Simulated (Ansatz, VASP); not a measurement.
## BAs in VASP and in Ansatz

```
B As
1.0
     0.00000    2.40469    2.40469
     2.40469    0.00000    2.40469
     2.40469    2.40469    0.00000
B As
1 1
Direct
  0.25000 0.25000 0.25000
  0.50000 0.50000 0.50000
```

Alike in both runs: functional PBE; k mesh 10 × 10 × 10; occupations gaussian, width 0.02 eV; no spin polarisation.

Ansatz relaxed the structure, and its values are those at the end. VASP's run is a single point on that final structure, the one shown.

|  | VASP | Ansatz |
| --- | --- | --- |
| version | VASP 6.6.1 | Ansatz 0.2.0 |
| potentials or method | VASP PAW PBE potentials, release 64 (B, As), cutoff 520 eV | scalar-relativistic, plane waves, PAW |
| valence electrons in the cell | 8 | 18 |

|  | VASP | Ansatz | Ansatz less VASP |
| --- | --- | --- | --- |
| gap on the k mesh at the Fermi level (eV) | 1.20 | 1.20 | +0.008 |
| least direct gap on the mesh (eV) | 3.25 | 3.26 | +0.004 |
| pressure (GPa) | 0.6 | 0.0 | -0.60 |

VASP's potentials hold 8 valence electrons a cell and Ansatz's 18, so a difference there can come from the potentials and not from the codes.
